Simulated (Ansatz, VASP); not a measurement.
**Two plane-wave programs on ScF3**

The input INCAR:

```
SYSTEM = ScF3
ALGO = Normal
EDIFF = 1E-6
ENCUT = 520
GGA = CA
ISIF = 2
ISMEAR = 0
LASPH = .TRUE.
LCHARG = .FALSE.
LREAL = .FALSE.
LWAVE = .FALSE.
NBANDS = 24
NELM = 100
PREC = Accurate
SIGMA = 0.05
```

Contents of KPOINTS:

```
k-points
0
G
  6 6 6
  0 0 0
```

File POSCAR:

```
ScF3
1.0
    3.6764487494      0.0000000000      0.0000000000
    0.0000000000      3.6764487494      0.0000000000
    0.0000000000      0.0000000000      4.7793833742
Sc F
1 3
Direct
    0.0000000000      0.0000000000      0.0000000000
    0.5000000000      0.0000000000      0.0000000000
    0.0000000000      0.5000000000      0.0000000000
    0.0000000000      0.0000000000      0.5000000000
```

Input for Ansatz:

```yaml
crystal:
  lattice:
    - [3.6764487494, 0.0, 0.0]
    - [0.0, 3.6764487494, 0.0]
    - [0.0, 0.0, 4.7793833742]
  atoms:
    - { symbol: Sc, position: [0.0, 0.0, 0.0] }
    - { symbol: F, position: [0.5, 0.0, 0.0] }
    - { symbol: F, position: [0.0, 0.5, 0.0] }
    - { symbol: F, position: [0.0, 0.0, 0.5] }
basis:
  ecutwfc: 420
kpoints:
  mp_grid: { grid: [6, 6, 6] }
hamiltonian:
  xc: lda
scf:
  occupations: { method: gaussian, width: 0.05 }
output:
  forces: true
  stress: true
  eigenvalues: true
  write_density: true
  write_potential: true
  elf: true
  volumetric_format: npy
```

Alike in both runs: task single point; functional LDA; k mesh 6 × 6 × 6; occupations gaussian, width 0.05 eV; no spin polarisation.

|  | VASP | Ansatz |
| --- | --- | --- |
| version | VASP 6.6.1 | Ansatz 0.2.0 |
| potentials or method | VASP PAW LDA potentials, release 64 (Sc_sv, F), cutoff 520 eV | scalar-relativistic, plane waves, PAW |
| valence electrons in the cell | 32 | 32 |

|  | VASP | Ansatz | Ansatz less VASP |
| --- | --- | --- | --- |
| gap on the k mesh at the Fermi level (eV) | 4.49 | 4.50 | +0.007 |
| least direct gap on the mesh (eV) | 4.53 | 4.53 | +0.007 |
| pressure (GPa) | 11.1 | 10.1 | -1.03 |
| traceless stress, the component that is largest in VASP (GPa) | -35.38 | -34.29 | +1.093 |

LDA's correlation is that of Perdew and Zunger in VASP and of Perdew and Wang (1992) in Ansatz.
